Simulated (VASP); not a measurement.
# Ga2O3 (R-3c) in VASP: single point with r2SCAN

Aim: the single point of Ga2O3 with r2SCAN.

Everything below comes from runs of VASP 6.6.1. Logs are shortened: lines on timing, memory, paths and dates and some standing lists are left out, and cuts for length are marked.

## (1) The cell of the first run

Symmetry: R-3c, No. 167, trigonal system. The conventional cell has a = 4.985 Å, b = 4.985 Å, c = 13.442 Å, α = 90.00°, β = 90.00°, γ = 120.00°. Ga (site symmetry 3) has 6 O at 1.93 to 2.07 Å within 2.6 Å. O (site symmetry 2) has 4 Ga at 1.93 to 2.07 Å and 12 O at 2.62 to 3.01 Å within 3.1 Å.

## (2) Single point, r2SCAN

Input file POSCAR:

```
Ga2O3
1.0
    2.4922649487      1.4389098391      4.4806287417
   -2.4922649487      1.4389098391      4.4806287417
    0.0000000000     -2.8778196781      4.4806287417
Ga O
4 6
Direct
    0.1445920302      0.1445920302      0.1445920302
    0.3554079698      0.3554079698      0.3554079698
    0.6445920302      0.6445920302      0.6445920302
    0.8554079698      0.8554079698      0.8554079698
    0.9463770740      0.5536229260      0.2500000000
    0.4463770740      0.7500000000      0.0536229260
    0.5536229260      0.2500000000      0.9463770740
    0.2500000000      0.9463770740      0.5536229260
    0.7500000000      0.0536229260      0.4463770740
    0.0536229260      0.4463770740      0.7500000000
```

Input file INCAR.step1:

```
  PREC = Accurate
  ENCUT = 520
  ISMEAR = 0
  SIGMA = 0.01
  LREAL = F
  LASPH = T
  NELM = 80
  NBANDS = 55
  GGA = PE
  ALGO = Normal
  EDIFF = 1E-4
  LWAVE = T
  LCHARG = F
```

Input file INCAR.step2:

```
  PREC = Accurate
  ENCUT = 520
  EDIFF = 1E-7
  ISMEAR = 0
  SIGMA = 0.01
  LREAL = F
  LASPH = T
  NELM = 80
  ALGO = Normal
  ISIF = 2
  LWAVE = F
  LCHARG = F
  METAGGA = R2SCAN
  LMIXTAU = T
  NBANDS = 55
  ISTART = 1
```

Input file KPOINTS:

```
regular mesh
0
Gamma
  6 6 6
```

Potentials or basis: VASP PAW PBE potentials, release 64 (Ga_d, O).

The run is started by

```sh
$ cat potpaw_PBE.64/Ga_d/POTCAR potpaw_PBE.64/O/POTCAR > POTCAR
$ cp INCAR.step1 INCAR
$ mpirun -np 1 vasp_std > vasp.out
$ cp INCAR.step2 INCAR
$ mpirun -np 1 vasp_std > vasp.out
```

OUTCAR:

```text
PREC = Accurate
   ENCUT = 520
   EDIFF = 1E-7
   ISMEAR = 0
   LREAL = F
   LASPH = T
   NELM = 80
   ISIF = 2
   METAGGA = R2SCAN
   ISTART = 1

 ion  position               nearest neighbor table
   1  0.145  0.145  0.145-   6 1.93  10 1.93   9 1.93   5 2.07   8 2.07   7 2.07   2 2.83
   2  0.355  0.355  0.355-   9 1.93  10 1.93   6 1.93   5 2.07   7 2.07   8 2.07   1 2.83
   3  0.645  0.645  0.645-   8 1.93   5 1.93   7 1.93  10 2.07   6 2.07   9 2.07   4 2.83
   4  0.855  0.855  0.855-   7 1.93   5 1.93   8 1.93  10 2.07   9 2.07   6 2.07   3 2.83
   5  0.946  0.554  0.250-   3 1.93   4 1.93   1 2.07   2 2.07
   6  0.446  0.750  0.054-   1 1.93   2 1.93   3 2.07   4 2.07
   7  0.554  0.250  0.946-   4 1.93   3 1.93   2 2.07   1 2.07
   8  0.250  0.946  0.554-   3 1.93   4 1.93   1 2.07   2 2.07
   9  0.750  0.054  0.446-   2 1.93   1 1.93   4 2.07   3 2.07
  10  0.054  0.446  0.750-   1 1.93   2 1.93   3 2.07   4 2.07

  LATTYP: Found a trigonal (rhomboedric) cell.
 ALAT       =     5.3252117348
 COS(alpha) =     0.5619288487

  Lattice vectors:

 A1 = (   2.4922649487,   1.4389098391,   4.4806287417)
 A2 = (  -2.4922649487,   1.4389098391,   4.4806287417)
 A3 = (   0.0000000000,  -2.8778196781,   4.4806287417)

Analysis of symmetry for initial positions (statically):
=====================================================================
 Subroutine PRICEL returns:
 Original cell was already a primitive cell.

 Routine SETGRP: Setting up the symmetry group for a
 trigonal (rhombohedral) supercell.

 Subroutine GETGRP returns: Found 12 space group operations
 (whereof  6 operations were pure point group operations)
 out of a pool of 12 trial point group operations.

The static configuration has the point symmetry S_6 .
 The point group associated with its full space group is D_3d.

Analysis of symmetry for dynamics (positions and initial velocities):
=====================================================================
 Subroutine PRICEL returns:
 Original cell was already a primitive cell.

 Routine SETGRP: Setting up the symmetry group for a
 trigonal (rhombohedral) supercell.

 Subroutine GETGRP returns: Found 12 space group operations
 (whereof  6 operations were pure point group operations)
 out of a pool of 12 trial point group operations.

The dynamic configuration has the point symmetry S_6 .
 The point group associated with its full space group is D_3d.

 Subroutine INISYM returns: Found 12 space group operations
 (whereof  6 operations are pure point group operations),
 and found     1 'primitive' translations

----------------------------------------------------------------------------------------

                                     Primitive cell

  volume of cell :      96.4091

  direct lattice vectors                    reciprocal lattice vectors
     2.492264949  1.438909839  4.480628742     0.200620725  0.115828429  0.074394321
    -2.492264949  1.438909839  4.480628742    -0.200620725  0.115828429  0.074394321
     0.000000000 -2.877819678  4.480628742     0.000000000 -0.231656859  0.074394321

  length of vectors
     5.325211735  5.325211735  5.325211735     0.243309299  0.243309299  0.243309299

  position of ions in fractional coordinates (direct lattice)
     0.144592030  0.144592030  0.144592030
     0.355407970  0.355407970  0.355407970
     0.644592030  0.644592030  0.644592030
     0.855407970  0.855407970  0.855407970
     0.946377074  0.553622926  0.250000000
     0.446377074  0.750000000  0.053622926
     0.553622926  0.250000000  0.946377074
     0.250000000  0.946377074  0.553622926
     0.750000000  0.053622926  0.446377074
     0.053622926  0.446377074  0.750000000

  ion indices of the primitive-cell ions
   primitive index   ion index
                 1           1
                 2           2
                 3           3
                 4           4
                 5           5
                 6           6
                 7           7
                 8           8
                 9           9
                10          10

----------------------------------------------------------------------------------------

 KPOINTS: regular mesh

Automatic generation of k-mesh.
 Grid dimensions read from file:
 generate k-points for:    6    6    6

 Generating k-lattice:

  Cartesian coordinates                     Fractional coordinates (reciprocal lattice)
     0.033436787  0.019304738  0.012399054     0.166666667  0.000000000  0.000000000
    -0.033436787  0.019304738  0.012399054     0.000000000  0.166666667  0.000000000
     0.000000000 -0.038609476  0.012399054    -0.000000000 -0.000000000  0.166666667

  Length of vectors
     0.040551550  0.040551550  0.040551550

  Shift w.r.t. Gamma in fractional coordinates (k-lattice)
     0.000000000  0.000000000  0.000000000

 Subroutine IBZKPT returns following result:
 ===========================================

 Found     32 irreducible k-points:

 Following reciprocal coordinates:
            Coordinates               Weight
  0.000000  0.000000  0.000000      1.000000
  0.166667  0.000000  0.000000      6.000000
  0.333333  0.000000  0.000000      6.000000
  0.500000  0.000000  0.000000      3.000000
  0.166667  0.166667  0.000000      6.000000
  0.333333  0.166667  0.000000     12.000000
[... 16 lines left out ...]
  0.500000  0.500000  0.166667      6.000000
 -0.333333  0.500000  0.166667     12.000000
 [... further k-points ...]
   k-points           NKPTS =     32   k-points in BZ     NKDIM =     32   number of bands    NBANDS=     55
   number of dos      NEDOS =    301   number of ions     NIONS =     10
   total plane-waves  NPLWV =  64000
   dimension x,y,z NGX =    40 NGY =   40 NGZ =   40
   dimension x,y,z NGXF=    80 NGYF=   80 NGZF=   80
   ions per type =               4   6
   NGX,Y,Z   is equivalent  to a cutoff of  12.49, 12.49, 12.49 a.u.
   NGXF,Y,Z  is equivalent  to a cutoff of  24.97, 24.97, 24.97 a.u.
 SYSTEM =  unknown system
   PREC   = accura    normal or accurate (medium, high low for compatibility)
   ISTART =      1    job   : 0-new  1-cont  2-samecut
   ICHARG =      0    charge: 1-file 2-atom 10-const
   ISPIN  =      1    spin polarized calculation?
   LNONCOLLINEAR =      F non collinear calculations
   LSORBIT =      F    spin-orbit coupling
   LASPH  =      T    aspherical Exc in radial PAW
   ENCUT  =  520.0 eV  38.22 Ry    6.18 a.u.   9.90  9.90  9.90*2*pi/ulx,y,z
   NELM   =     80;   NELMIN=  2; NELMDL=  0     # of ELM steps
   EDIFF  = 0.1E-06   stopping-criterion for ELM
   LREAL  =      F    real-space projection
   EDIFFG = 0.1E-05   stopping-criterion for IOM
   NSW    =      0    number of steps for IOM
   IBRION =     -1    ionic relax: 0-MD 1-quasi-New 2-CG
   NFREE  =      0    steps in history (QN), initial steepest desc. (CG)
   ISIF   =      2    stress and relaxation
   ISYM   =      2    0-nonsym 1-usesym 2-fastsym
   POTIM  = 0.5000    time-step for ionic-motion
   TEBEG  =    0.0;   TEEND  =   0.0 temperature during run
   PSTRESS=    0.0 pullay stress
   NELECT =      88.0000    total number of electrons
   NUPDOWN=      -1.0000    fix difference up-down
   EMIN   =  10.00;   EMAX   =-10.00  energy-range for DOS
   EFERMI =   0.00;   METHOD = LEGACY
   ISMEAR =     0;   SIGMA  =   0.01  broadening in eV -4-tet -1-fermi 0-gaus
   EFERMI_NEDOS =   21; number of points for ismear=-14 and -15
   IALGO  =     38    algorithm
   IMIX   =      4    mixing-type and parameters
     AMIX     =   0.40;   BMIX     =  1.00
     AMIX_MAG =   1.60;   BMIX_MAG =  1.00
  volume/ion in A,a.u.               =       9.64        65.06
  Fermi-wavevector in a.u.,A,eV,Ry     =   1.588046  3.000972 34.312394  2.521890
  Thomas-Fermi vector in A             =   2.687110
   LORBIT       =      0    0 simple, 1 ext, 2 COOP (PROOUT), +10 PAW based schemes
   METAGGA = R2SCAN    functional components
   LHFCALC =     F    Hartree Fock is set to
   AEXX    =    0.0000 exact exchange contribution
   IVDW    =     0    specifies the selected vdW correction
   LEPSILON=     F    determine dielectric tensor
   LRPA    =     F    only Hartree local field effects (RPA)
 non-spin polarized calculation
 Gauss-broadening in eV      SIGMA  =   0.01
  energy-cutoff  :      520.00
  volume of cell :       96.41
 maximum number of plane-waves:      2610
   NGX = 19   NGY = 19   NGZ = 19

 number of electron      87.9999977 magnetization

 Free energy of the ion-electron system (eV)
  ---------------------------------------------------
  ext. energy  EPLUGINS =         0.00000000
  ---------------------------------------------------
  free energy    TOTEN  =      -102.32863836 eV

  energy without entropy =     -102.32863836  energy(sigma->0) =     -102.32863836

 E-fermi :   4.2155     XC(G=0): -13.1603

 val. band max:        4.1272373529   @ k =  -0.1667   0.1667   0.0000
 cond. band min:       7.6715320151   @ k =   0.0000   0.0000   0.0000
 fundamental gap:      3.5442946622
 Fermi energy:         4.2155132928

 k-point     1 :       0.0000    0.0000    0.0000
  band No.  band energies     occupation
      1     -15.7976      2.00000
      2     -13.8160      2.00000
      3     -13.8074      2.00000
      4     -13.8074      2.00000
      5     -13.7803      2.00000
      6     -13.7803      2.00000
[... 47 lines left out ...]
     54      16.2417      0.00000
     55      17.5021      0.00000

 k-point     2 :       0.1667    0.0000    0.0000
  band No.  band energies     occupation
      1     -15.6735      2.00000
      2     -13.9618      2.00000
      3     -13.8250      2.00000
      4     -13.8239      2.00000
      5     -13.7807      2.00000
      6     -13.7744      2.00000
[... 47 lines left out ...]
     54      16.8643      0.00000
     55      17.3001      0.00000
[... 1216 lines left out ...]
     54      17.3224      0.00000
     55      17.4548      0.00000

 k-point    24 :      -0.3333    0.5000    0.1667
  band No.  band energies     occupation
      1     -14.7772      2.00000
      2     -14.4699      2.00000
      3     -14.1760      2.00000
      4     -14.0444      2.00000
      5     -13.8161      2.00000
      6     -13.7622      2.00000
[... 47 lines left out ...]
     54      17.1612      0.00000
     55      17.4868      0.00000

 [... further k-points ...]

------------------------ aborting loop because EDIFF is reached ----------------------------------------

  FORCE on cell =-STRESS in cart. coord.  units (eV):
  Direction    XX          YY          ZZ          XY          YZ          ZX
  --------------------------------------------------------------------------------------
  -------------------------------------------------------------------------------------
  Total        1.2826277      1.2826277      0.8857154     -0.0000000      0.0000000      0.0000000
  in kB       21.3153856     21.3153856     14.7192876     -0.0000000      0.0000000      0.0000000
  external PRESSURE =      19.1166863 kB  Pullay stress =       0.0000000 kB

 VOLUME and BASIS-vectors are now :
 -----------------------------------------------------------------------------
  energy-cutoff  :      520.00
  volume of cell :       96.41
      direct lattice vectors                 reciprocal lattice vectors
     2.492264949  1.438909839  4.480628742     0.200620725  0.115828429  0.074394321
    -2.492264949  1.438909839  4.480628742    -0.200620725  0.115828429  0.074394321
     0.000000000 -2.877819678  4.480628742     0.000000000 -0.231656859  0.074394321

 POSITION                                       TOTAL-FORCE (eV/Angst)
 -----------------------------------------------------------------------------------
      0.00000      0.00000      1.94359         0.000000      0.000000      0.030176
      0.00000      0.00000      4.77735         0.000000     -0.000000     -0.030176
      0.00000      0.00000      8.66453         0.000000      0.000000      0.030176
      0.00000      0.00000     11.49830         0.000000     -0.000000     -0.030176
      0.97885      1.43891      7.84110         0.039419     -0.000000      0.000000
     -0.75671      1.56716      5.60079         0.019710      0.034138     -0.000000
      0.75671     -1.56716      7.84110        -0.019710     -0.034138     -0.000000
     -1.73556      0.12825      7.84110        -0.019710      0.034138     -0.000000
      1.73556     -0.12825      5.60079         0.019710     -0.034138     -0.000000
     -0.97885     -1.43891      5.60079        -0.039419     -0.000000      0.000000
 -----------------------------------------------------------------------------------
    total drift:                               -0.000000     -0.000000     -0.000000

  FREE ENERGIE OF THE ION-ELECTRON SYSTEM (eV)
  ---------------------------------------------------
  free  energy   TOTEN  =      -102.3286383623 eV

  energy  without entropy=     -102.3286383623  energy(sigma->0) =     -102.32863836
```

Wall time 18 min (1 thread of AMD EPYC 7R43 (Zen 3), shared host); peak memory 0.29 GiB.

Results:

- Free energy: -102.3286 eV
- Pressure: 1.9 GPa
- Largest force: 0.039 eV/Å
- Band gap on the k mesh: 3.54 eV (least direct gap 3.80 eV)

Forces on the atoms (eV/Å):
```
Ga   0.000  0.000  0.030
Ga   0.000  0.000 -0.030
Ga   0.000  0.000  0.030
Ga   0.000  0.000 -0.030
O    0.039  0.000  0.000
O    0.020  0.034  0.000
O   -0.020 -0.034  0.000
O   -0.020  0.034  0.000
O    0.020 -0.034  0.000
O   -0.039  0.000  0.000
```

Levels at points of the mesh, in eV from the valence-band top:
```tsv
k point	band 42	band 43	band 44	band 45	band 46	band 47
(0.00, 0.00, 0.00)	-0.31	-0.26	-0.26	3.54	7.50	7.66
(0.50, 0.00, 0.00)	-1.00	-0.16	-0.16	7.21	7.21	7.54
(0.50, 0.50, 0.00)	-0.70	-0.25	-0.14	7.37	7.56	8.43
(0.50, 0.50, 0.50)	-0.30	-0.30	-0.30	6.64	6.64	8.72
```

Caveat: the PAW data sets were made with another functional, which shifts forces and pressure a little. A k mesh can miss the band edges.
